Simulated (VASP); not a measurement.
# Si5H26C2 in VASP: notebook, part 2 of 2

VASP 6.6.1. Earlier steps stand in the parts before.

### Step 4. Single point, PBE+D3(BJ)

INCAR reads:

```
SYSTEM = Si5H26C2
PREC = Accurate
ENCUT = 520
EDIFF = 1E-6
ISMEAR = -1
SIGMA = 0.05
LREAL = Auto
LASPH = .TRUE.
NELM = 60
ALGO = Normal
ISIF = 2
LWAVE = .FALSE.
LCHARG = .FALSE.
GGA = PE
IVDW = 12
NBANDS = 49
```

KPOINTS reads:

```
regular mesh
0
G
  1 1 1
  0 0 0
```

POSCAR reads:

```
Si5H26C2
1.0
    8.2031320000      0.0000000000      0.0000000000
    0.0000000000      8.2031320000      0.0000000000
    0.0000000000      0.0000000000      8.2031320000
C H Si
2 26 5
Direct
    0.7972808435      0.5594814273      0.1946451672
    0.9176495027      0.6945761692      0.1552212009
    0.7141174859      0.5473519139      0.1037042925
    0.8738491591      0.4482921889      0.1876112685
    0.7586370669      0.5666616117      0.3213041068
    1.0111503752      0.6857990338      0.2344470380
    0.9517584259      0.7302332816      0.0337188284
    0.8529547007      0.8138111151      0.2175876238
    0.9405066260      0.3808789131      0.7105334889
    0.8625485973      0.1477606358      0.8478590860
    0.6841898923      0.3787577720      0.7919901813
    0.7781540026      0.1963274515      0.5453282966
    0.4683576956      0.2122116284      0.6363423141
    0.2875730879      0.2379457017      0.4305794421
    0.2082741080      0.0657309915      0.6550181077
    0.2059091576      0.3713337784      0.6923087426
    0.1531488217      0.7122767255     -0.1535998689
    0.4015051812      0.5753046519     -0.0837119286
    0.2676172954      0.6750592335      0.1205027543
    0.1647419547      0.4337855346     -0.0119710374
    0.7697913431      0.6502882070      0.5424635371
    0.5930295892      0.7257106188      0.7559064026
    0.6705487611      0.9370079623      0.6097549082
    0.4796826383      0.7577471629      0.4600925598
    0.5180338437     -0.1503084432      0.1648394784
    0.6181175678      0.1413728317      0.1774931819
    0.6394143115     -0.0557226191     -0.0881492581
    0.3686274950      0.0662551816      0.0043885677
    0.8033395050      0.2521963562      0.7232237638
    0.2850984234      0.2269986634      0.6166181405
    0.2352272278      0.5978692041     -0.0454216755
    0.6235788965      0.7709006755      0.5814608372
    0.5300902143      0.0174445565      0.0479085305
```

Command:

```
> cat potpaw_PBE.64/C/POTCAR potpaw_PBE.64/H/POTCAR potpaw_PBE.64/Si/POTCAR > POTCAR
> mpirun -np 1 vasp_gam > vasp.out
```

It took 30 s on 1 thread of AMD EPYC 9R45 (Zen 5), shared host; peak memory 0.5 GiB.

It converged, with:

```
Free energy                : -133.4362 eV
Pressure                   : -0.1 GPa
Largest force              : 5.824 eV/Å
Band gap on the k mesh     : 5.40 eV
Dispersion energy per atom : -0.039 eV
```

Forces on the atoms (eV/Å):
```
C    3.663 -0.879  0.707
C   -4.527  3.361  1.460
H   -2.784 -0.232 -1.783
H   -0.377 -0.312  0.082
H   -0.541  0.093 -0.180
H    3.241 -0.387  1.756
H   -0.092 -0.290 -0.590
H    1.037 -1.415 -1.525
H   -0.334 -0.640 -0.118
H    0.213 -1.210  0.700
H   -0.140 -0.918 -0.257
H   -0.099 -0.013  0.982
H   -0.574  0.051  0.430
H   -0.417  0.160  0.456
H   -0.072  0.230  0.231
H    0.193 -0.127  0.014
H   -0.362  0.145 -0.481
H    1.478 -0.365 -0.971
H   -0.460 -0.047 -0.437
H   -0.349  0.121 -0.241
H   -0.949  1.050 -0.007
H   -0.513 -0.271 -0.260
H    0.444  1.034 -0.405
H    0.696 -0.062  0.687
H   -0.125  1.625 -1.066
H   -0.701 -0.827 -1.458
H   -0.608  0.922  0.524
H   -0.992  0.439 -0.481
Si   0.487  3.075 -1.177
Si   0.932 -0.486 -1.391
Si   0.014  0.022  2.091
Si   0.233 -1.851  0.071
Si   2.386 -1.997  2.634
```

Stress tensor (GPa, compression positive):
```
 1.71  0.61  0.68
 0.61 -1.15 -0.80
 0.68 -0.80 -0.89
```

Levels at points of the mesh, in eV from the valence-band top:
```csv
k point,band 24,band 25,band 26,band 27,band 28,band 29,band 30,band 31
"(0.00, 0.00, 0.00)",-0.47,-0.31,-0.08,0.00,5.40,5.49,5.89,6.20
```

Caveat: the k points lie up to 0.77 Å⁻¹ apart.

### Step 5. Single point, PBE+D3(BJ)

INCAR reads:

```
  PREC = Accurate
  ENCUT = 520
  EDIFF = 1E-6
  ISMEAR = -1
  SIGMA = 0.05
  LREAL = Auto
  LASPH = True
  NELM = 80
  ALGO = Normal
  ISIF = 2
  LWAVE = False
  LCHARG = True
  GGA = PE
  IVDW = 12
  LELF = True
  LVHAR = True
  NBANDS = 49
```

KPOINTS reads:

```
regular mesh
0
Gamma
  1 1 1
```

POSCAR reads:

```
Si5H26C2
1.0
    8.2031320000      0.0000000000      0.0000000000
    0.0000000000      8.2031320000      0.0000000000
    0.0000000000      0.0000000000      8.2031320000
C H Si
2 26 5
Direct
    0.7820305708      0.4780003540      0.1182353277
    0.7890888505      0.6596870561      0.1381179774
    0.7911368487      0.4439280021     -0.0156891295
    0.8634141204      0.3892781440      0.1847952709
    0.6682813345      0.4452567629      0.1736653756
    0.8644015481      0.7190180531      0.2387258915
    0.8325112896      0.7109479648      0.0339260663
    0.6626859107      0.7116062499      0.1616699573
    0.9678254598      0.3560469343      0.8265379614
    0.9691542206      0.0813347877      0.8338766218
    0.6990744511      0.2047876348      0.8337303362
    0.8606712656      0.2358611321      0.5921274947
    0.4711249313      0.0851504035      0.5615538065
    0.2170390529      0.1921461217      0.4972003376
    0.2617293005      0.1475899693      0.7859193293
    0.4195836420      0.3903630955      0.6403895488
    0.3068462143      0.8023886486     -0.0681934656
    0.4164141209      0.5644673278      0.0343405421
    0.1776882293      0.6172398542      0.1273781770
    0.1521735844      0.5666494212     -0.1594025306
    0.6803620861      0.5908840672      0.6689518101
    0.5146936560      0.8232343451      0.6337945068
    0.7880892323      0.8398743309      0.5437679169
    0.5741099863      0.7012687349      0.3813909126
    0.3577657899     -0.0000365714      0.1282437001
    0.6375491702     -0.0228327424      0.2022276370
    0.5236292675     -0.0430689156     -0.0954879185
    0.5262867890      0.2144790551      0.1035214355
    0.8659375468      0.2102002016      0.7616603024
    0.3413939944      0.2189529560      0.6278333690
    0.2659837730      0.6426569754     -0.0223938857
    0.6494470649      0.7320252801      0.5456696296
    0.5203012703      0.0394483473      0.0756052688
```

Command:

```
> cat potpaw_PBE.64/C/POTCAR potpaw_PBE.64/H/POTCAR potpaw_PBE.64/Si/POTCAR > POTCAR
> mpirun -np 1 vasp_gam > vasp.out
```

Run time: 33 s. Hardware: 1 thread of AMD EPYC 9R45 (Zen 5), shared host; peak memory 0.51 GiB.

Results (log left out):

```
Free energy                : -133.9878 eV
Pressure                   : 0.1 GPa
Largest force              : 3.406 eV/Å
Band gap on the k mesh     : 5.84 eV
Dispersion energy per atom : -0.039 eV
```

Forces on the atoms (eV/Å):
```
C    0.456 -1.460 -0.150
C   -0.825  0.846  3.194
H   -0.478  0.228  1.307
H    0.290  1.132 -0.356
H   -1.059 -0.686 -0.292
H   -0.401 -0.949 -0.566
H    1.083  1.522 -2.705
H    1.104 -0.549 -0.444
H   -0.709 -0.440 -0.333
H   -0.111 -0.623 -0.325
H    0.124  0.071 -0.070
H   -0.048 -0.224 -1.754
H   -0.742  1.246  0.748
H   -0.151  0.557  0.064
H    0.621  0.665 -0.708
H   -0.559 -0.835 -0.030
H    0.099  1.577 -0.382
H    0.582 -0.528 -0.593
H   -0.844  0.412  0.785
H    1.107  0.263  0.799
H    0.024  0.378 -1.003
H    0.260 -0.096 -0.121
H    0.821  0.449 -0.217
H    0.359 -0.347  0.395
H   -0.968 -0.357  0.513
H   -0.018 -0.139 -0.412
H    0.501  0.743  0.865
H    0.203  0.751 -0.551
Si   0.851  1.070  2.217
Si   0.847 -1.498 -0.164
Si  -1.095 -1.912 -0.765
Si  -1.607 -0.527  1.267
Si   0.284 -0.740 -0.212
```

Stress tensor (GPa, compression positive):
```
 0.21  0.47 -1.19
 0.47  0.53 -0.91
-1.19 -0.91 -0.59
```

Levels at points of the mesh, in eV from the valence-band top:
| k point | band 23 | band 24 | band 25 | band 26 | band 27 | band 28 | band 29 | band 30 | band 31 | band 32 |
| --- | --- | --- | --- | --- | --- | --- | --- | --- | --- | --- |
| (0.00, 0.00, 0.00) | -0.56 | -0.26 | -0.09 | -0.07 | 0.00 | 5.84 | 6.01 | 6.35 | 6.49 | 6.56 |

Caveat: the k points lie up to 0.77 Å⁻¹ apart.

### Step 6. Single point, PBE+D3(BJ)

INCAR reads:

```
SYSTEM = Si5H26C2
PREC = Accurate
ENCUT = 520
EDIFF = 1E-6
ISMEAR = -1
SIGMA = 0.05
LREAL = Auto
LASPH = .TRUE.
NELM = 60
ALGO = Normal
ISIF = 2
LWAVE = .FALSE.
LCHARG = .FALSE.
GGA = PE
IVDW = 12
NBANDS = 49
```

KPOINTS reads:

```
Automatic mesh
0
G
  1 1 1
  0 0 0
```

POSCAR reads:

```
Si5H26C2
1.0
    8.2031320000      0.0000000000      0.0000000000
    0.0000000000      8.2031320000      0.0000000000
    0.0000000000      0.0000000000      8.2031320000
C H Si
2 26 5
Direct
    0.7963299871      0.4618845582      0.1447374003
    0.8166514936      0.6361716476      0.1002178192
    0.7894545644      0.3815859601      0.0400944420
    0.8953897121      0.4178647863      0.2240485707
    0.7022195912      0.4484872363      0.2414565559
    0.8008038881      0.7230896687      0.2047998252
    0.9365812960      0.6471064954      0.0771046961
    0.7382058463      0.6835681786      0.0011702847
    1.0176113221      0.3466358947      0.7615627787
    0.8947558079      0.0844433565      0.8620853596
    0.7276489029      0.2915106084      0.7547239274
    0.8812365813      0.1414825459      0.5396597300
    0.4521321856      0.1292189374      0.5932246366
    0.2140523888      0.2803929036      0.5127188006
    0.2803441417      0.2346177046      0.7992556989
    0.4227897345      0.4219729732      0.6634417196
    0.2477590267      0.7238089062     -0.1892447909
    0.4467561902      0.6471796382      0.0115565616
    0.2089080122      0.6656360034      0.1194543743
    0.2332889438      0.4574350382     -0.0707778444
    0.6767780891      0.6107910978      0.5967476813
    0.4928361509      0.8248434866      0.7034508283
    0.7364748001      0.8881363850      0.5308704041
    0.4856803475      0.7331468030      0.4392712442
    0.3578633137      0.0860768789      0.2131137229
    0.6641853380      0.0783237427      0.2203548596
    0.4956277675     -0.1272075105      0.0486765299
    0.5374898271      0.1729095667     -0.0301835933
    0.8843329597      0.2072501089      0.7223338598
    0.3452218006      0.2698603411      0.6346478394
    0.2785155719      0.6163987121     -0.0469211028
    0.5945533974      0.7710347706      0.5597983794
    0.5180338437      0.0669622286      0.1138711409
```

Potentials or basis: VASP PAW PBE potentials, release 64 (C, H, Si).

Command:

```
> cat potpaw_PBE.64/C/POTCAR potpaw_PBE.64/H/POTCAR potpaw_PBE.64/Si/POTCAR > POTCAR
> mpirun -np 1 vasp_gam > vasp.out
```

Run time: 29 s. Hardware: 1 thread of AMD EPYC 9R45 (Zen 5), shared host; peak memory 0.51 GiB.

Results (log left out):

| Item | Value |
| --- | --- |
| Free energy | -134.1766 eV |
| Pressure | 0.4 GPa |
| Largest force | 3.893 eV/Å |
| Band gap on the k mesh | 5.70 eV |
| Dispersion energy per atom | -0.039 eV |

Forces on the atoms (eV/Å):
```
C   -0.528 -0.598  2.157
C   -2.533  1.231  1.069
H   -0.458 -0.355 -0.105
H    0.679  0.129 -0.463
H   -0.696 -0.372 -1.003
H   -0.254 -0.565 -0.297
H    3.504  0.894 -1.441
H    0.254 -0.349  0.148
H   -1.074 -1.218 -0.536
H    0.154  0.065 -0.712
H   -0.183  0.007 -0.143
H    0.277  0.374  1.425
H    0.233  0.165 -0.201
H   -0.164  0.096 -0.237
H   -0.213 -0.324  0.035
H    0.820  1.223 -0.214
H   -0.284  0.053  0.060
H    0.467 -0.461 -0.525
H   -0.395  0.093 -0.758
H   -0.596 -2.439 -0.517
H   -0.075  0.178  0.127
H    0.363 -0.013 -0.167
H   -0.703 -0.196 -0.187
H   -1.609 -0.209 -2.343
H    0.795  0.304 -0.472
H   -0.005  0.026  0.081
H    0.448  2.016  0.577
H   -0.130  0.221 -0.051
Si   0.605  0.879  0.077
Si  -0.458 -1.379  0.299
Si   0.692  2.702  1.884
Si   2.115  0.214  2.495
Si  -1.051 -2.395 -0.061
```

Stress tensor (GPa, compression positive):
```
 2.02  0.36  0.17
 0.36  0.31 -0.48
 0.17 -0.48 -1.17
```

Levels at points of the mesh, in eV from the valence-band top:
| k point | band 24 | band 25 | band 26 | band 27 | band 28 | band 29 | band 30 | band 31 |
| --- | --- | --- | --- | --- | --- | --- | --- | --- |
| (0.00, 0.00, 0.00) | -0.58 | -0.21 | -0.10 | 0.00 | 5.70 | 6.05 | 6.17 | 6.40 |

Caveat: the k points lie up to 0.77 Å⁻¹ apart.
